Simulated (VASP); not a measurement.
# AlRu (zincblende type) (F-43m) in VASP: a series of runs, part 2 of 2

VASP 6.6.1.

### 4 Relaxation of cell and atoms, PBE, target pressure 30 GPa, at which the enthalpy is minimised

This run uses another cell than the first one, of 15.24 Å³/atom.

INCAR

```
SYSTEM = AlRu
  PREC = Accurate
  ENCUT = 600
  EDIFF = 1E-6
  ISMEAR = -1
  SIGMA = 0.1
  LREAL = .FALSE.
  LASPH = .TRUE.
  NELM = 60
  ALGO = Normal
  ISIF = 3
  LWAVE = .FALSE.
  LCHARG = .FALSE.
  GGA = PE
  IBRION = 2
  NSW = 60
  EDIFFG = -0.005
  PSTRESS = 300.0
```

KPOINTS

```
Automatic mesh
0
G
  12 12 12
  0 0 0
```

POSCAR

```
AlRu
1.0
    0.0000000000      2.4795591836      2.4795591836
    2.4795591836      0.0000000000      2.4795591836
    2.4795591836      2.4795591836      0.0000000000
Ru Al
1 1
Direct
    0.0000000000      0.0000000000      0.0000000000
    0.2500000000      0.2500000000      0.2500000000
```

Potentials or basis: VASP PAW PBE potentials, release 64 (Ru_pv, Al).

Command:

```bash
> cat potpaw_PBE.64/Ru_pv/POTCAR potpaw_PBE.64/Al/POTCAR > POTCAR
> mpirun -np 1 vasp_std > vasp.out
```

OUTCAR:

```text
SYSTEM = AlRu
   PREC = Accurate
   ENCUT = 600
   EDIFF = 1E-6
   ISMEAR = -1
   LREAL = .FALSE.
   LASPH = .TRUE.
   NELM = 60
   ISIF = 3
   GGA = PE
   IBRION = 2
   NSW = 60
   EDIFFG = -0.005
   PSTRESS = 300.0

 ion  position               nearest neighbor table
   1  0.000  0.000  0.000-   2 2.15   2 2.15   2 2.15   2 2.15
   2  0.250  0.250  0.250-   1 2.15   1 2.15   1 2.15   1 2.15

  LATTYP: Found a face centered cubic cell.
 ALAT       =     4.9591183672

  Lattice vectors:

 A1 = (   0.0000000000,   2.4795591836,   2.4795591836)
 A2 = (   2.4795591836,   0.0000000000,   2.4795591836)
 A3 = (   2.4795591836,   2.4795591836,   0.0000000000)

Analysis of symmetry for initial positions (statically):
=====================================================================
 Subroutine PRICEL returns:
 Original cell was already a primitive cell.

 Routine SETGRP: Setting up the symmetry group for a
 face centered cubic supercell.

 Subroutine GETGRP returns: Found 24 space group operations
 (whereof 24 operations were pure point group operations)
 out of a pool of 48 trial point group operations.

The static configuration has the point symmetry T_d .

Analysis of symmetry for dynamics (positions and initial velocities):
=====================================================================
 Subroutine PRICEL returns:
 Original cell was already a primitive cell.

 Routine SETGRP: Setting up the symmetry group for a
 face centered cubic supercell.

 Subroutine GETGRP returns: Found 24 space group operations
 (whereof 24 operations were pure point group operations)
 out of a pool of 48 trial point group operations.

The dynamic configuration has the point symmetry T_d .

 Subroutine INISYM returns: Found 24 space group operations
 (whereof 24 operations are pure point group operations),
 and found     1 'primitive' translations

----------------------------------------------------------------------------------------

                                     Primitive cell

  volume of cell :      30.4897

  direct lattice vectors                    reciprocal lattice vectors
     0.000000000  2.479559184  2.479559184    -0.201648746  0.201648746  0.201648746
     2.479559184  0.000000000  2.479559184     0.201648746 -0.201648746  0.201648746
     2.479559184  2.479559184  0.000000000     0.201648746  0.201648746 -0.201648746

  length of vectors
     3.506626226  3.506626226  3.506626226     0.349265873  0.349265873  0.349265873

  position of ions in fractional coordinates (direct lattice)
     0.000000000  0.000000000  0.000000000
     0.250000000  0.250000000  0.250000000

  ion indices of the primitive-cell ions
   primitive index   ion index
                 1           1
                 2           2

----------------------------------------------------------------------------------------

 KPOINTS: Automatic mesh

Automatic generation of k-mesh.
 Grid dimensions read from file:
 generate k-points for:   12   12   12

 Generating k-lattice:

  Cartesian coordinates                     Fractional coordinates (reciprocal lattice)
    -0.016804062  0.016804062  0.016804062     0.083333333  0.000000000  0.000000000
     0.016804062 -0.016804062  0.016804062     0.000000000  0.083333333  0.000000000
[... 48 lines left out ...]
 SYSTEM =  AlRu
   PREC   = accura    normal or accurate (medium, high low for compatibility)
   ISTART =      0    job   : 0-new  1-cont  2-samecut
   ICHARG =      2    charge: 1-file 2-atom 10-const
   ISPIN  =      1    spin polarized calculation?
   LNONCOLLINEAR =      F non collinear calculations
   LSORBIT =      F    spin-orbit coupling
   LASPH  =      T    aspherical Exc in radial PAW
   ENCUT  =  600.0 eV  44.10 Ry    6.64 a.u.   7.00  7.00  7.00*2*pi/ulx,y,z
   NELM   =     60;   NELMIN=  2; NELMDL= -5     # of ELM steps
   EDIFF  = 0.1E-05   stopping-criterion for ELM
   LREAL  =      F    real-space projection
   EDIFFG = -.5E-02   stopping-criterion for IOM
   NSW    =     60    number of steps for IOM
   IBRION =      2    ionic relax: 0-MD 1-quasi-New 2-CG
   NFREE  =      1    steps in history (QN), initial steepest desc. (CG)
   ISIF   =      3    stress and relaxation
   ISYM   =      2    0-nonsym 1-usesym 2-fastsym
   POTIM  = 0.5000    time-step for ionic-motion
   TEBEG  =    0.0;   TEEND  =   0.0 temperature during run
   PSTRESS=  300.0 pullay stress
   NELECT =      17.0000    total number of electrons
   NUPDOWN=      -1.0000    fix difference up-down
   EMIN   =  10.00;   EMAX   =-10.00  energy-range for DOS
   EFERMI =   0.00;   METHOD = LEGACY
   ISMEAR =    -1;   SIGMA  =   0.10  broadening in eV -4-tet -1-fermi 0-gaus
   EFERMI_NEDOS =   21; number of points for ismear=-14 and -15
   IALGO  =     38    algorithm
   IMIX   =      4    mixing-type and parameters
     AMIX     =   0.40;   BMIX     =  1.00
     AMIX_MAG =   1.60;   BMIX_MAG =  1.00
  volume/ion in A,a.u.               =      15.24       102.88
  Fermi-wavevector in a.u.,A,eV,Ry     =   1.347431  2.546276 24.702348  1.815571
  Thomas-Fermi vector in A             =   2.475182
   LORBIT       =      0    0 simple, 1 ext, 2 COOP (PROOUT), +10 PAW based schemes
   GGA     = PE    functional components
   LHFCALC =     F    Hartree Fock is set to
   AEXX    =    0.0000 exact exchange contribution
   IVDW    =     0    specifies the selected vdW correction
   LEPSILON=     F    determine dielectric tensor
   LRPA    =     F    only Hartree local field effects (RPA)
 conjugate gradient relaxation of ions
 non-spin polarized calculation
  energy-cutoff  :      600.00
  volume of cell :       30.49
 maximum number of plane-waves:      1036
   NGX = 13   NGY = 13   NGZ = 13

--------------------------------------- Ionic step        1  -------------------------------------------

 number of electron      16.9999999 magnetization

 Free energy of the ion-electron system (eV)
  ---------------------------------------------------
  ext. energy  EPLUGINS =         0.00000000
  ---------------------------------------------------
  free energy    TOTEN  =        -9.52436323 eV

  energy without entropy =       -9.46364543  energy(sigma->0) =       -9.49400433

------------------------ aborting loop because EDIFF is reached ----------------------------------------

  FORCE on cell =-STRESS in cart. coord.  units (eV):
  Direction    XX          YY          ZZ          XY          YZ          ZX
  --------------------------------------------------------------------------------------
  -------------------------------------------------------------------------------------
  Total        9.1271414      9.1271414      9.1271414     -0.0000000      0.0000000      0.0000000
  in kB      479.6140881    479.6140881    479.6140881     -0.0000000      0.0000000      0.0000000
  external PRESSURE =     179.6140881 kB  Pullay stress =     300.0000000 kB
[... 101 lines left out ...]
--------------------------------------- Ionic step        4  -------------------------------------------

 number of electron      17.0000001 magnetization

 Free energy of the ion-electron system (eV)
  ---------------------------------------------------
  ext. energy  EPLUGINS =         0.00000000
  ---------------------------------------------------
  free energy    TOTEN  =       -10.16026063 eV

  energy without entropy =      -10.08514034  energy(sigma->0) =      -10.12270049

 E-fermi :   7.3621     XC(G=0): -11.1682

 val. band max:        7.3617470402   @ k =   0.5000   0.2500   0.0833
 cond. band min:       7.3682290619   @ k =   0.5000   0.3333   0.0833
 fundamental gap:      0.0064820217
 Fermi energy:         7.3621344703

 k-point     1 :       0.0000    0.0000    0.0000
  band No.  band energies     occupation
      1     -33.8716      2.00000
      2     -33.8716      2.00000
      3     -33.8716      2.00000
      4      -0.2995      2.00000
      5       5.0445      2.00000
      6       5.0445      2.00000
      7       5.0445      2.00000
      8       6.5808      1.99919
      9       6.5808      1.99919
     10      16.8266      0.00000
     11      16.8266      0.00000
     12      16.8266      0.00000
[... 331 lines left out ...]
 k-point    24 :      -0.4167    0.1667    0.0000
  band No.  band energies     occupation
      1     -33.9179      2.00000
      2     -33.8880      2.00000
      3     -33.8807      2.00000
      4       2.6274      2.00000
      5       4.7143      2.00000
      6       5.1365      2.00000
      7       5.5855      2.00000
      8       6.9120      1.97805
      9       7.5040      0.38967
     10       8.5249      0.00002
     11      13.0275      0.00000
     12      14.3732      0.00000

 [... further k-points ...]

------------------------ aborting loop because EDIFF is reached ----------------------------------------

  FORCE on cell =-STRESS in cart. coord.  units (eV):
  Direction    XX          YY          ZZ          XY          YZ          ZX
  --------------------------------------------------------------------------------------
  -------------------------------------------------------------------------------------
  Total        6.2062534      6.2062534      6.2062534     -0.0000000      0.0000000      0.0000000
  in kB      300.0261269    300.0261269    300.0261269     -0.0000000      0.0000000      0.0000000
  external PRESSURE =       0.0261269 kB  Pullay stress =     300.0000000 kB
[... 21 lines left out ...]
  energy  without entropy=      -10.0851403430  energy(sigma->0) =      -10.12270049

  enthalpy is  TOTEN    =        -3.9545477213 eV   P V=        6.2057129060

 reached required accuracy - stopping structural energy minimisation
```

CONTCAR:

```text
AlRu
   1.00000000000000
    -0.0000000000000000    2.5494725325697303    2.5494725325697303
     2.5494725325697303    0.0000000000000000    2.5494725325697303
     2.5494725325697303    2.5494725325697303    0.0000000000000000
  Ru              Al
     1     1
Direct
     0.0000000000000000    0.0000000000000000    0.0000000000000000
     0.2500000000000000    0.2500000000000000    0.2500000000000000

  0.00000000E+00  0.00000000E+00  0.00000000E+00
  0.00000000E+00  0.00000000E+00  0.00000000E+00
```

It took 1.9 min on 1 thread of Intel Xeon 8259CL, shared host; peak memory 0.19 GiB.

Results:

```
Free energy                                                : -10.1603 eV
Relaxed volume                                             : 16.57 Å³/atom
Relaxed cell                                               : a = 3.605 Å, b = 3.605 Å, c = 3.605 Å, α = 60.00°, β = 60.00°, γ = 60.00°
Space group after relaxing (to 0.1 Å)                      : F-43m (No. 216)
Energy change on relaxing (the run minimises the enthalpy) : -317.9 meV/atom
Ionic steps                                                : 4
Pressure after relaxing                                    : 30.0 GPa
Band gap on the k mesh                                     : zero (an odd number of electrons rules out a gap without spin polarisation)
```

The path:
| step | energy change (eV) | largest force (eV/Å) | pressure (GPa) | volume (Å³) |
| --- | --- | --- | --- | --- |
| 1 | 0.0000 | 0.0000 | 47.96 | 30.49 |
| 2 | -1.2417 | 0.0000 | 7.78 | 38.67 |
| 3 | -0.6593 | 0.0000 | 29.24 | 33.27 |
| 4 | -0.6359 | 0.0000 | 30.00 | 33.14 |

Final structure:
```yaml
crystal:
  lattice:
    - [0.00000, 2.54947, 2.54947]
    - [2.54947, 0.00000, 2.54947]
    - [2.54947, 2.54947, 0.00000]
  atoms:
    - { symbol: Ru, position: [0.00000, 0.00000, 0.00000] }
    - { symbol: Al, position: [0.25000, 0.25000, 0.25000] }
```

Caveat: the cell is relaxed towards a set pressure, so the run minimises the enthalpy, not the energy.

### 5 Relaxation of cell and atoms, PBE, target pressure 30 GPa, at which the enthalpy is minimised

INCAR

```
ALGO = Normal ; EDIFF = 1E-6
EDIFFG = -0.005 ; ENCUT = 600
GGA = PE ; IBRION = 2
ISIF = 3 ; ISMEAR = -1
LASPH = True ; LCHARG = False
LREAL = False ; LWAVE = False
NELM = 100 ; NSW = 32
PREC = Accurate ; PSTRESS = 300.0
SIGMA = 0.1
```

KPOINTS

```
k-points
0
Gamma
  12 12 12
```

POSCAR

```
AlRu
1.0
    0.0000000000      2.5486486938      2.5486486938
    2.5486486938      0.0000000000      2.5486486938
    2.5486486938      2.5486486938      0.0000000000
Ru Al
1 1
Direct
    0.0000000000      0.0000000000      0.0000000000
    0.2500000000      0.2500000000      0.2500000000
```

Potentials or basis: VASP PAW PBE potentials, release 64 (Ru_pv, Al).

Command:

```bash
> cat potpaw_PBE.64/Ru_pv/POTCAR potpaw_PBE.64/Al/POTCAR > POTCAR
> mpirun -np 1 vasp_std > vasp.out
```

OUTCAR:

```text
EDIFF = 1E-6
   EDIFFG = -0.005
   ENCUT = 600
   GGA = PE
   IBRION = 2
   ISIF = 3
   ISMEAR = -1
   LASPH = True
   LREAL = False
   NELM = 100
   NSW = 32
   PREC = Accurate
   PSTRESS = 300.0

 ion  position               nearest neighbor table
   1  0.000  0.000  0.000-   2 2.21   2 2.21   2 2.21   2 2.21
   2  0.250  0.250  0.250-   1 2.21   1 2.21   1 2.21   1 2.21

  LATTYP: Found a face centered cubic cell.
 ALAT       =     5.0972973876

  Lattice vectors:

 A1 = (   0.0000000000,   2.5486486938,   2.5486486938)
 A2 = (   2.5486486938,   0.0000000000,   2.5486486938)
 A3 = (   2.5486486938,   2.5486486938,   0.0000000000)

Analysis of symmetry for initial positions (statically):
[... 265 lines left out ...]
 Fermi energy:         7.3654949354

 k-point     1 :       0.0000    0.0000    0.0000
  band No.  band energies     occupation
      1     -33.8679      2.00000
      2     -33.8679      2.00000
      3     -33.8679      2.00000
      4      -0.2977      2.00000
      5       5.0470      2.00000
      6       5.0470      2.00000
      7       5.0470      2.00000
      8       6.5837      1.99920
      9       6.5837      1.99920
     10      16.8305      0.00000
     11      16.8305      0.00000
     12      16.8305      0.00000
[... 331 lines left out ...]
 k-point    24 :      -0.4167    0.1667    0.0000
  band No.  band energies     occupation
      1     -33.9142      2.00000
      2     -33.8843      2.00000
      3     -33.8770      2.00000
      4       2.6299      2.00000
      5       4.7164      2.00000
      6       5.1390      2.00000
      7       5.5881      2.00000
      8       6.9152      1.97810
      9       7.5075      0.38936
     10       8.5287      0.00002
     11      13.0319      0.00000
     12      14.3777      0.00000

 [... further k-points ...]

------------------------ aborting loop because EDIFF is reached ----------------------------------------

  FORCE on cell =-STRESS in cart. coord.  units (eV):
  Direction    XX          YY          ZZ          XY          YZ          ZX
  --------------------------------------------------------------------------------------
  -------------------------------------------------------------------------------------
  Total        6.2094209      6.2094209      6.2094209      0.0000000      0.0000000      0.0000000
  in kB      300.2542927    300.2542927    300.2542927      0.0000000      0.0000000      0.0000000
  external PRESSURE =       0.2542927 kB  Pullay stress =     300.0000000 kB
[... 21 lines left out ...]
  energy  without entropy=      -10.0849846229  energy(sigma->0) =      -10.12252620

  enthalpy is  TOTEN    =        -3.9559057632 eV   P V=        6.2041620062

 reached required accuracy - stopping structural energy minimisation
```

It took 1.9 min on 1 thread of Intel Xeon 8259CL, shared host; peak memory 0.2 GiB.

Results:

```
Free energy                                                : -10.1601 eV
Relaxed volume                                             : 16.57 Å³/atom
Relaxed cell                                               : a = 3.605 Å, b = 3.605 Å, c = 3.605 Å, α = 60.00°, β = 60.00°, γ = 60.00°
Space group after relaxing (to 0.1 Å)                      : F-43m (No. 216)
Energy change on relaxing (the run minimises the enthalpy) : -2.2 meV/atom
Ionic steps                                                : 3
Pressure after relaxing                                    : 30.0 GPa
Band gap on the k mesh                                     : zero (an odd number of electrons rules out a gap without spin polarisation)
```

The path:
| step | energy change (eV) | largest force (eV/Å) | pressure (GPa) | volume (Å³) |
| --- | --- | --- | --- | --- |
| 1 | 0.0000 | 0.0000 | 30.14 | 33.11 |
| 2 | -0.0130 | 0.0000 | 29.73 | 33.18 |
| 3 | -0.0045 | 0.0000 | 30.03 | 33.13 |

Final structure:
```
Ru Al
1.0
     0.00000    2.54926    2.54926
     2.54926    0.00000    2.54926
     2.54926    2.54926    0.00000
Ru Al
1 1
Cartesian
  0.0000 0.0000 0.0000
  1.2746 1.2746 1.2746
```

Levels at points of the mesh, in eV from the Fermi level:
| k point | band 5 | band 6 | band 7 | band 8 | band 9 | band 10 | band 11 | band 12 |
| --- | --- | --- | --- | --- | --- | --- | --- | --- |
| (0.00, 0.00, 0.00) | -2.32 | -2.32 | -2.32 | -0.78 | -0.78 | 9.47 | 9.47 | 9.47 |
| (0.50, 0.00, 0.00) | -2.43 | -2.10 | -2.10 | -0.27 | -0.27 | 1.03 | 7.47 | 7.47 |
| (0.50, 0.50, 0.00) | -3.91 | -0.88 | -0.47 | -0.47 | 0.09 | 2.09 | 3.57 | 3.57 |

Caveat: the cell is relaxed towards a set pressure, so the run minimises the enthalpy, not the energy.

### 6 Overview

```csv
task,cell,cutoff (eV),gap on the mesh (eV),pressure (GPa)
single point,"a = 3.604 Å, angles 60.0°, 2 atoms",520,none,30.2
single point,"a = 3.603 Å, angles 60.0°, 2 atoms",520,none,30.4
relaxation of cell and atoms,"relaxed to 30 GPa from a = 3.507 Å, angles 60.0°, 2 atoms",600,none,30.0
relaxation of cell and atoms,"relaxed to 30 GPa from a = 3.604 Å, angles 60.0°, 2 atoms",600,none,30.0
```

Alike in all rows: level PBE; potentials or basis VASP PAW PBE potentials, release 64 (Ru_pv, Al); no spin polarisation; k mesh 12 × 12 × 12; smearing fermi-dirac 0.1 eV.

Caveats: the cell stands under pressure (at least some runs); the cell is relaxed towards a set pressure, so the run minimises the enthalpy, not the energy (at least some runs).

Total energies depend on the potentials used, so only differences within one code and one set of settings carry meaning.
